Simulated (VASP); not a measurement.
Wanted: the native input for a VASP 6.6.1 run.

- Task: single point
- Functional: r2SCAN
- Potentials or basis: VASP PAW PBE potentials, release 64 (Hf_pv, O)
- Cutoff: 520 eV
- k mesh: 8 × 8 × 8
- Occupations: gaussian, width 0.05 eV
- Spin: no spin polarisation
- Dipole correction: no
- Further INCAR settings: ALGO = Normal; EDIFF = 1e-06; NBANDS = 18

Crystal: HfO2.

```xyz
3
Lattice="0.0000 2.5575 2.5575 2.5575 0.0000 2.5575 2.5575 2.5575 0.0000" Properties=species:S:1:pos:R:3 pbc="T T T"
Hf    0.0750    0.0000    0.0000
O     1.2788    1.2788    1.2788
O     3.8363    3.8363    3.8363
```

This cell differs from its parent crystal: all Hf atoms moved +0.075 Å, as atom 1 along Cartesian [1 0 0].

One way to write it, as run:

POSCAR

```
HfO2
1.0
    0.0000000000      2.5575000000      2.5575000000
    2.5575000000      0.0000000000      2.5575000000
    2.5575000000      2.5575000000      0.0000000000
Hf O
1 2
Direct
   -0.0146627566      0.0146627566      0.0146627566
    0.2500000000      0.2500000000      0.2500000000
    0.7500000000      0.7500000000      0.7500000000
```

INCAR.step1

```
ALGO = Normal
EDIFF = 1E-4
ENCUT = 520
GGA = PE
ISMEAR = 0
LASPH = True
LCHARG = False
LREAL = False
LWAVE = True
NBANDS = 18
NELM = 100
PREC = Accurate
SIGMA = 0.05
```

INCAR.step2

```
ALGO = Normal
EDIFF = 1E-6
ENCUT = 520
ISIF = 2
ISMEAR = 0
ISTART = 1
LASPH = True
LCHARG = True
LELF = True
LMIXTAU = True
LREAL = False
LVHAR = True
LWAVE = False
METAGGA = R2SCAN
NBANDS = 18
NELM = 100
PREC = Accurate
SIGMA = 0.05
```

KPOINTS

```
k-points
0
Gamma
  8 8 8
```

Potentials or basis: VASP PAW PBE potentials, release 64 (Hf_pv, O).

Launch:

```sh
$ cat potpaw_PBE.64/Hf_pv/POTCAR potpaw_PBE.64/O/POTCAR > POTCAR
$ cp INCAR.step1 INCAR
$ mpirun -np 1 vasp_std > vasp.out
$ cp INCAR.step2 INCAR
$ mpirun -np 1 vasp_std > vasp.out
```

It gave:

| Item | Value |
| --- | --- |
| Pressure | -11.4 GPa |
| Largest force | 0.286 eV/Å |
| Band gap on the k mesh | 4.22 eV, direct |

Caveat: the cell differs from its parent crystal (all Hf atoms moved +0.075 Å, as atom 1 along Cartesian [1 0 0]); the PAW data sets were made with another functional, which shifts forces and pressure a little; spin-orbit coupling is left out, which moves the levels of the heavy elements.

Wall time 2.6 min on 1 thread of Intel(R) Xeon(R) Platinum 8375C CPU @ 2.90GHz (Ice Lake) (shared host), peak memory 0.18 GiB.
